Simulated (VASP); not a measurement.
Wanted: the native input for a VASP 6.6.1 run.

- Task: relaxation of cell and atoms
- Functional: PBE
- Potentials or basis: VASP PAW PBE potentials, release 64 (Zr_sv, Mo_sv, C)
- Cutoff: 600 eV
- k mesh: 12 × 12 × 8
- Occupations: gaussian, width 0.1 eV
- Spin: no spin polarisation
- Dipole correction: no
- Further INCAR settings: ALGO = Normal; EDIFF = 1e-06; IBRION = 2; EDIFFG = -0.01; NSW = 100; ISIF = 3

The structure of ZrMo2C2 lies in POSCAR:

```
ZrMo2C2
1.0
    4.1937018030      0.0000000000      0.0000000000
   -2.0968509015      3.6318522973      0.0000000000
    0.0000000000      0.0000000000      5.5847442827
Zr Mo C
1 2 2
Direct
    0.0000000000      0.0000000000      0.0000000000
    0.3333333333      0.6666666667      0.5000000000
    0.6666666667      0.3333333333      0.5000000000
    0.0000000000      0.0000000000      0.6209942700
    0.0000000000      0.0000000000      0.3790057300
```

The cell was built from a structure type or drawn by symmetry, and may not be a known phase.

The input as run:

INCAR

```
SYSTEM = ZrMo2C2
ALGO     = Normal         ! electronic algorithm
EDIFF    = 1E-6           ! SCF threshold, eV
EDIFFG   = -0.01          ! ionic threshold
ENCUT    = 600            ! plane-wave cutoff, eV
GGA      = PE             ! functional
IBRION   = 2              ! ionic algorithm
ISIF     = 3              ! what is computed and relaxed
ISMEAR   = 0              ! smearing method
LASPH    = .TRUE.         ! aspherical terms in the spheres
LCHARG   = .FALSE.        ! write CHGCAR
LREAL    = .FALSE.        ! projectors in reciprocal space
LWAVE    = .FALSE.        ! write WAVECAR
NELM     = 80             ! most SCF steps
NSW      = 100            ! ionic steps
PREC     = Accurate       ! precision mode
SIGMA    = 0.1            ! smearing width, eV
```

KPOINTS

```
k-points
0
G
  12 12 8
  0 0 0
```

Potentials or basis: VASP PAW PBE potentials, release 64 (Zr_sv, Mo_sv, C).

Command:

```bash
$ cat potpaw_PBE.64/Zr_sv/POTCAR potpaw_PBE.64/Mo_sv/POTCAR potpaw_PBE.64/C/POTCAR > POTCAR
$ mpirun -np 1 vasp_std > vasp.out
```

It gave:

The relaxed volume is 17.02 Å³/atom. The relaxed cell is a = 4.192 Å, b = 4.192 Å, c = 5.591 Å, α = 90.00°, β = 90.00°, γ = 120.00°, the space group after relaxing (to 0.1 Å) is P6/mmm (No. 191) and the energy gained by relaxing is 0.0 meV/atom. The ionic steps are 5 and the pressure after relaxing is 0.0 GPa. The band gap on the k mesh is zero (bands 24 and 25 overlap by 1.56 eV).

It took 6.2 min on 1 thread of Intel(R) Xeon(R) 6975P-C (Granite Rapids), with other jobs on the host, peak memory 0.45 GiB.
